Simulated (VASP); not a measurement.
# CsAg (NaTl type) (Fd-3m) in VASP: single point with PBEsol

Aim: the single point of CsAg (NaTl type) with PBEsol.

Program: VASP 6.6.1. These are calculated values, not measurements. Logs are shortened: lines on timing, memory, paths and dates and some standing lists are left out, and cuts for length are marked.

### Step 1. The cell of the first run

The structure is cubic, space group Fd-3m (No. 227). The conventional cell has a = 8.203 Å, b = 8.203 Å, c = 8.203 Å, α = 90.00°, β = 90.00°, γ = 90.00°. Within 4.7 Å of Cs (site symmetry -43m) lie 10 Ag at 3.55 to 4.10 Å and 4 Cs at 3.55 Å. Ag (site symmetry -43m) has 10 Cs at 3.55 to 4.10 Å and 4 Ag at 3.55 Å within 4.7 Å.

### Step 2. Single point, PBEsol

POSCAR

```
CsAg
1.0
    0.0000000000      4.1013809658      4.1013809658
    4.1013809658      0.0000000000      4.1013809658
    4.1013809658      4.1013809658      0.0000000000
Cs Ag
2 2
Direct
    0.1250000000      0.1250000000      0.1250000000
   -0.1250000000     -0.1250000000     -0.1250000000
    0.3750000000      0.3750000000      0.3750000000
   -0.3750000000     -0.3750000000     -0.3750000000
```

INCAR.step1

```
  PREC = Accurate
  ENCUT = 520
  EDIFF = 1E-6
  ISMEAR = -1
  SIGMA = 0.05
  LREAL = F
  LASPH = T
  NELM = 100
  ALGO = Normal
  ISIF = 2
  LWAVE = F
  LCHARG = T
  LMAXMIX = 4
  GGA = PS
  NBANDS = 28
```

KPOINTS.step1

```
Automatic mesh
0
Gamma
  6 6 6
```

INCAR.step2

```
  PREC = Accurate
  ENCUT = 520
  EDIFF = 1E-6
  ISMEAR = -5
  SIGMA = 0.05
  LREAL = F
  LASPH = T
  NELM = 100
  ALGO = Normal
  ISIF = 2
  LWAVE = F
  LCHARG = F
  LMAXMIX = 4
  GGA = PS
  LORBIT = 11
  NBANDS = 28
  NEDOS = 1001
  ICHARG = 11
```

KPOINTS.step2

```
Automatic mesh
0
Gamma
  9 9 9
```

Potentials or basis: VASP PAW PBE potentials, release 64 (Cs_sv, Ag).

Started as:

```bash
$ cat potpaw_PBE.64/Cs_sv/POTCAR potpaw_PBE.64/Ag/POTCAR > POTCAR
$ cp INCAR.step1 INCAR
$ cp KPOINTS.step1 KPOINTS
$ mpirun -np 1 vasp_std > vasp.out
$ cp INCAR.step2 INCAR
$ cp KPOINTS.step2 KPOINTS
$ mpirun -np 1 vasp_std > vasp.out
```

OUTCAR:

```text
PREC = Accurate
   ENCUT = 520
   EDIFF = 1E-6
   ISMEAR = -5
   LREAL = F
   LASPH = T
   NELM = 100
   ISIF = 2
   GGA = PS
   LORBIT = 11
   ICHARG = 11

 ion  position               nearest neighbor table
   1  0.125  0.125  0.125-
   2  0.875  0.875  0.875-
   3  0.375  0.375  0.375-   4 3.55   4 3.55   4 3.55   4 3.55
   4  0.625  0.625  0.625-   3 3.55   3 3.55   3 3.55   3 3.55

  LATTYP: Found a face centered cubic cell.
 ALAT       =     8.2027619316

  Lattice vectors:

 A1 = (   0.0000000000,   4.1013809658,   4.1013809658)
 A2 = (   4.1013809658,   0.0000000000,   4.1013809658)
 A3 = (   4.1013809658,   4.1013809658,   0.0000000000)

Analysis of symmetry for initial positions (statically):
=====================================================================
 Subroutine PRICEL returns:
 Original cell was already a primitive cell.

 Routine SETGRP: Setting up the symmetry group for a
 face centered cubic supercell.

 Subroutine GETGRP returns: Found 48 space group operations
 (whereof 12 operations were pure point group operations)
 out of a pool of 48 trial point group operations.

The static configuration has the point symmetry D_3d.
 The point group associated with its full space group is O_h .

Analysis of symmetry for dynamics (positions and initial velocities):
=====================================================================
 Subroutine PRICEL returns:
 Original cell was already a primitive cell.

 Routine SETGRP: Setting up the symmetry group for a
 face centered cubic supercell.

 Subroutine GETGRP returns: Found 48 space group operations
 (whereof 12 operations were pure point group operations)
 out of a pool of 48 trial point group operations.

The dynamic configuration has the point symmetry D_3d.
 The point group associated with its full space group is O_h .

 Subroutine INISYM returns: Found 48 space group operations
 (whereof 12 operations are pure point group operations),
 and found     1 'primitive' translations

----------------------------------------------------------------------------------------

                                     Primitive cell

  volume of cell :     137.9813

  direct lattice vectors                    reciprocal lattice vectors
     0.000000000  4.101380966  4.101380966    -0.121910158  0.121910158  0.121910158
     4.101380966  0.000000000  4.101380966     0.121910158 -0.121910158  0.121910158
     4.101380966  4.101380966  0.000000000     0.121910158  0.121910158 -0.121910158

  length of vectors
     5.800228586  5.800228586  5.800228586     0.211154587  0.211154587  0.211154587

  position of ions in fractional coordinates (direct lattice)
     0.125000000  0.125000000  0.125000000
     0.875000000  0.875000000  0.875000000
     0.375000000  0.375000000  0.375000000
     0.625000000  0.625000000  0.625000000

  ion indices of the primitive-cell ions
   primitive index   ion index
                 1           1
                 2           2
                 3           3
                 4           4

----------------------------------------------------------------------------------------

 KPOINTS: Automatic mesh

Automatic generation of k-mesh.
 Grid dimensions read from file:
 generate k-points for:    9    9    9

 Generating k-lattice:

  Cartesian coordinates                     Fractional coordinates (reciprocal lattice)
    -0.013545573  0.013545573  0.013545573     0.111111111  0.000000000  0.000000000
     0.013545573 -0.013545573  0.013545573     0.000000000  0.111111111  0.000000000
     0.013545573  0.013545573 -0.013545573     0.000000000  0.000000000  0.111111111

  Length of vectors
     0.023461621  0.023461621  0.023461621

  Shift w.r.t. Gamma in fractional coordinates (k-lattice)
     0.000000000  0.000000000  0.000000000

 TETIRR: Found    115 inequivalent tetrahedra from     4374

 Subroutine IBZKPT returns following result:
 ===========================================

 Found     35 irreducible k-points:

 Following reciprocal coordinates:
            Coordinates               Weight
  0.000000  0.000000  0.000000      1.000000
  0.111111  0.000000  0.000000      8.000000
  0.222222  0.000000  0.000000      8.000000
  0.333333  0.000000  0.000000      8.000000
  0.444444  0.000000  0.000000      8.000000
  0.111111  0.111111  0.000000      6.000000
[... 16 lines left out ...]
 -0.333333  0.333333  0.000000     12.000000
  0.444444  0.444444  0.000000      6.000000
 [... further k-points ...]
   k-points           NKPTS =     35   k-points in BZ     NKDIM =     35   number of bands    NBANDS=     28
   number of dos      NEDOS =   1001   number of ions     NIONS =      4
   total plane-waves  NPLWV = 110592
   dimension x,y,z NGX =    48 NGY =   48 NGZ =   48
   dimension x,y,z NGXF=    96 NGYF=   96 NGZF=   96
   ions per type =               2   2
   NGX,Y,Z   is equivalent  to a cutoff of  13.76, 13.76, 13.76 a.u.
   NGXF,Y,Z  is equivalent  to a cutoff of  27.52, 27.52, 27.52 a.u.
 SYSTEM =  unknown system
   PREC   = accura    normal or accurate (medium, high low for compatibility)
   ISTART =      0    job   : 0-new  1-cont  2-samecut
   ICHARG =     11    charge: 1-file 2-atom 10-const
   ISPIN  =      1    spin polarized calculation?
   LNONCOLLINEAR =      F non collinear calculations
   LSORBIT =      F    spin-orbit coupling
   LASPH  =      T    aspherical Exc in radial PAW
   ENCUT  =  520.0 eV  38.22 Ry    6.18 a.u.  10.78 10.78 10.78*2*pi/ulx,y,z
   NELM   =    100;   NELMIN=  2; NELMDL=  0     # of ELM steps
   EDIFF  = 0.1E-05   stopping-criterion for ELM
   LREAL  =      F    real-space projection
   EDIFFG = 0.1E-04   stopping-criterion for IOM
   NSW    =      0    number of steps for IOM
   IBRION =     -1    ionic relax: 0-MD 1-quasi-New 2-CG
   NFREE  =      0    steps in history (QN), initial steepest desc. (CG)
   ISIF   =      2    stress and relaxation
   ISYM   =      2    0-nonsym 1-usesym 2-fastsym
   POTIM  = 0.5000    time-step for ionic-motion
   TEBEG  =    0.0;   TEEND  =   0.0 temperature during run
   PSTRESS=    0.0 pullay stress
   NELECT =      40.0000    total number of electrons
   NUPDOWN=      -1.0000    fix difference up-down
   EMIN   =  10.00;   EMAX   =-10.00  energy-range for DOS
   EFERMI =   0.00;   METHOD = LEGACY
   ISMEAR =    -5;   SIGMA  =   0.05  broadening in eV -4-tet -1-fermi 0-gaus
   EFERMI_NEDOS =   21; number of points for ismear=-14 and -15
   IALGO  =     38    algorithm
   IMIX   =      4    mixing-type and parameters
     AMIX     =   0.40;   BMIX     =  1.00
     AMIX_MAG =   1.60;   BMIX_MAG =  1.00
  volume/ion in A,a.u.               =      34.50       232.79
  Fermi-wavevector in a.u.,A,eV,Ry     =   1.083481  2.047483 15.972308  1.173932
  Thomas-Fermi vector in A             =   2.219548
   LORBIT       =     11    0 simple, 1 ext, 2 COOP (PROOUT), +10 PAW based schemes
   GGA     = PS    functional components
   LHFCALC =     F    Hartree Fock is set to
   AEXX    =    0.0000 exact exchange contribution
   IVDW    =     0    specifies the selected vdW correction
   LEPSILON=     F    determine dielectric tensor
   LRPA    =     F    only Hartree local field effects (RPA)
 non-spin polarized calculation
 Fermi weights with tetrahedron method with Bloechl corrections
  energy-cutoff  :      520.00
  volume of cell :      137.98
 maximum number of plane-waves:      3740
 NGX is ok and might be reduce to    48

 number of electron      39.9999998 magnetization

 Free energy of the ion-electron system (eV)
  ---------------------------------------------------
  ext. energy  EPLUGINS =         0.00000000
  ---------------------------------------------------
  free energy    TOTEN  =        -7.58254059 eV

  energy without entropy =       -7.58254059  energy(sigma->0) =       -7.58254059

 E-fermi :   4.1930     XC(G=0):  -9.2314

 val. band max:        4.2084349566   @ k =   0.1111   0.1111   0.0000
 cond. band min:       4.1767238727   @ k =  -0.4444   0.2222   0.1111
 fundamental gap:     -0.0317110839
 Fermi energy:         4.1930241253

 k-point     1 :       0.0000    0.0000    0.0000
  band No.  band energies     occupation
      1     -19.5729      2.00000
      2     -18.9633      2.00000
      3      -6.7124      2.00000
      4      -6.7124      2.00000
      5      -6.7124      2.00000
      6      -5.7210      2.00000
[... 20 lines left out ...]
     27       6.9624      0.00000
     28       6.9624      0.00000

 k-point     2 :       0.1111    0.0000    0.0000
  band No.  band energies     occupation
      1     -19.5599      2.00000
      2     -18.9778      2.00000
      3      -6.7355      2.00000
      4      -6.7355      2.00000
      5      -6.7269      2.00000
      6      -5.7135      2.00000
[... 20 lines left out ...]
     27       6.9075      0.00000
     28       6.9075      0.00000

 k-point     3 :       0.2222    0.0000    0.0000
  band No.  band energies     occupation
      1     -19.5237      2.00000
      2     -19.0180      2.00000
      3      -6.7890      2.00000
      4      -6.7890      2.00000
      5      -6.7707      2.00000
      6      -5.6811      2.00000
[... 20 lines left out ...]
     27       7.2057      0.00000
     28       7.8356      0.00000

 k-point     4 :       0.3333    0.0000    0.0000
  band No.  band energies     occupation
      1     -19.4741      2.00000
      2     -19.0721      2.00000
      3      -6.8433      2.00000
      4      -6.8433      2.00000
      5      -6.8287      2.00000
      6      -5.6257      2.00000
[... 578 lines left out ...]
     27       8.0252      0.00000
     28       8.1170      0.00000

 k-point    23 :      -0.3333    0.3333    0.0000
  band No.  band energies     occupation
      1     -19.3522      2.00000
      2     -19.2007      2.00000
      3      -7.1134      2.00000
      4      -6.9592      2.00000
      5      -6.4604      2.00000
      6      -5.9667      2.00000
[... 20 lines left out ...]
     27       7.8446      0.00000
     28       7.9599      0.00000

 k-point    24 :       0.4444    0.4444    0.0000
  band No.  band energies     occupation
      1     -19.3295      2.00000
      2     -19.2240      2.00000
      3      -7.0292      2.00000
      4      -7.0292      2.00000
      5      -6.3397      2.00000
      6      -6.1914      2.00000
[... 20 lines left out ...]
     27       7.6570      0.00000
     28       8.0289      0.00000

 [... further k-points ...]

------------------------ aborting loop because EDIFF is reached ----------------------------------------

  FORCE on cell =-STRESS in cart. coord.  units (eV):
  Direction    XX          YY          ZZ          XY          YZ          ZX
  --------------------------------------------------------------------------------------
  -------------------------------------------------------------------------------------
  Total        0.1683712      0.1683712      0.1683712     -0.0000000     -0.0000000      0.0000000
  in kB        1.9550511      1.9550511      1.9550511     -0.0000000     -0.0000000      0.0000000
  external PRESSURE =       1.9550511 kB  Pullay stress =       0.0000000 kB

 VOLUME and BASIS-vectors are now :
 -----------------------------------------------------------------------------
  energy-cutoff  :      520.00
  volume of cell :      137.98
      direct lattice vectors                 reciprocal lattice vectors
     0.000000000  4.101380966  4.101380966    -0.121910158  0.121910158  0.121910158
     4.101380966  0.000000000  4.101380966     0.121910158 -0.121910158  0.121910158
     4.101380966  4.101380966  0.000000000     0.121910158  0.121910158 -0.121910158

 POSITION                                       TOTAL-FORCE (eV/Angst)
 -----------------------------------------------------------------------------------
      1.02535      1.02535      1.02535        -0.000000     -0.000000     -0.000000
      7.17742      7.17742      7.17742        -0.000000     -0.000000     -0.000000
      3.07604      3.07604      3.07604         0.000000     -0.000000      0.000000
      5.12673      5.12673      5.12673        -0.000000      0.000000     -0.000000
 -----------------------------------------------------------------------------------
    total drift:                                0.000000      0.000000      0.000000

  FREE ENERGIE OF THE ION-ELECTRON SYSTEM (eV)
  ---------------------------------------------------
  free  energy   TOTEN  =        -7.5825405921 eV

  energy  without entropy=       -7.5825405921  energy(sigma->0) =       -7.58254059

 total charge

# of ion       s       p       d       tot
------------------------------------------
    1        1.849   4.651   0.085   6.585
    2        1.849   4.651   0.085   6.585
    3        0.541   0.067   9.180   9.788
    4        0.541   0.067   9.180   9.788
--------------------------------------------------
tot          4.779   9.437  18.530  32.746
```

It took 2 min on 1 thread of Intel Xeon Platinum 8259CL at 2.50GHz (Skylake/Cascade Lake), shared host; peak memory 0.36 GiB.

Results:

```
Valence electrons inside the program's atomic spheres : Cs 6.58; Ag 9.79
```

Caveat: the PAW data sets were made with another functional, which shifts forces and pressure a little; spin-orbit coupling is left out, which moves the levels of the heavy elements; tetrahedron occupations give inexact forces and stress in metals.
